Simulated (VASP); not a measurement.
Write the native input for VASP 6.6.1 that does the following.

```yaml
Task: single point
Functional: PBEsol
Potentials_or_basis: VASP PAW PBE potentials, release 64 (Hf_pv)
Cutoff: 520 eV
k_mesh: 18 × 18 × 10
Occupations: gaussian, width 0.15 eV
Spin: no spin polarisation
Dipole_correction: no
Further_INCAR_settings: ALGO = Fast; EDIFF = 1e-07; NBANDS = 17
```

The structure of Hf lies in POSCAR:

```
Hf
1.0
    3.2393000000      0.0000000000      0.0000000000
   -1.6196500000      2.8053160905      0.0000000000
    0.0000000000      0.0000000000      4.9962244915
Hf
2
Direct
    0.3333333333      0.6666666667      0.2500000000
    0.6666666667      0.3333333333      0.7500000000
```

These files were run (other wordings do the same):

INCAR

```
  PREC = Accurate
  ENCUT = 520
  EDIFF = 1E-7
  ISMEAR = 0
  SIGMA = 0.15
  LREAL = F
  LASPH = T
  NELM = 100
  ALGO = Fast
  ISIF = 2
  LWAVE = F
  LCHARG = T
  GGA = PS
  LELF = T
  LVHAR = T
  NBANDS = 17
```

KPOINTS

```
regular mesh
0
Gamma
  18 18 10
```

Potentials or basis: VASP PAW PBE potentials, release 64 (Hf_pv).

Run with:

```sh
$ cat potpaw_PBE.64/Hf_pv/POTCAR > POTCAR
$ mpirun -np 1 vasp_std > vasp.out
```

Results of the run:

```
Pressure               : -5.4 GPa
Band gap on the k mesh : zero (bands 10 and 11 overlap by 1.53 eV)
```

Caveat: the cell stands under tension; the PAW data sets were made with another functional, which shifts forces and pressure a little; spin-orbit coupling is left out, which moves the levels of the heavy elements.

Run time: 2.2 min on 1 thread of AMD EPYC 9R45 96-Core Processor (Zen 5), on a shared host, peak memory 0.24 GiB.
